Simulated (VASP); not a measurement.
Wanted: the native input for a VASP 6.6.1 run.

```
Task                   : single point
Functional             : r2SCAN
Potentials or basis    : VASP PAW PBE potentials, release 64 (Nb_sv)
Cutoff                 : 520 eV
k mesh                 : 13 × 13 × 13
Occupations            : fermi-dirac, width 0.1 eV
Spin                   : no spin polarisation
Dipole correction      : no
Further INCAR settings : ALGO = Normal; EDIFF = 1e-06; NBANDS = 12
```

The system is Nb.

```xyz
1
Lattice="0.0000 2.1073 2.1073 2.1073 0.0000 2.1073 2.1073 2.1073 0.0000" Properties=species:S:1:pos:R:3 pbc="T T T"
Nb    0.0000    0.0000    0.0000
```

This isn't the form of Nb at room conditions, which is bcc.

The input as run:

POSCAR

```
Nb
1.0
    0.0000000000      2.1072792316      2.1072792316
    2.1072792316      0.0000000000      2.1072792316
    2.1072792316      2.1072792316      0.0000000000
Nb
1
Direct
    0.0000000000      0.0000000000      0.0000000000
```

INCAR.step1

```
SYSTEM = Nb
PREC = Accurate
ENCUT = 520
ISMEAR = -1
SIGMA = 0.1
LREAL = .False.
LASPH = .True.
NELM = 80
NBANDS = 12
GGA = PE
ALGO = Normal
EDIFF = 1E-4
LWAVE = .True.
LCHARG = .False.
```

INCAR.step2

```
SYSTEM = Nb
PREC = Accurate
ENCUT = 520
EDIFF = 1E-6
ISMEAR = -1
SIGMA = 0.1
LREAL = .False.
LASPH = .True.
NELM = 80
ALGO = Normal
ISIF = 2
LWAVE = .False.
LCHARG = .True.
METAGGA = R2SCAN
LMIXTAU = .True.
LELF = .True.
LVHAR = .True.
NBANDS = 12
ISTART = 1
```

KPOINTS

```
Automatic mesh
0
Gamma
  13 13 13
  0 0 0
```

Potentials or basis: VASP PAW PBE potentials, release 64 (Nb_sv).

Command:

```console
$ cat potpaw_PBE.64/Nb_sv/POTCAR > POTCAR
$ cp INCAR.step1 INCAR
$ mpirun -np 1 vasp_std > vasp.out
$ cp INCAR.step2 INCAR
$ mpirun -np 1 vasp_std > vasp.out
```

Results of the run:

The pressure is -0.2 GPa. The band gap on the k mesh is zero (an odd number of electrons rules out a gap without spin polarisation).

Caveat: the PAW data sets were made with another functional, which shifts forces and pressure a little.

Run time: 49 s on 1 thread of Intel Xeon 8259CL, with other jobs on the host, peak memory 0.16 GiB.
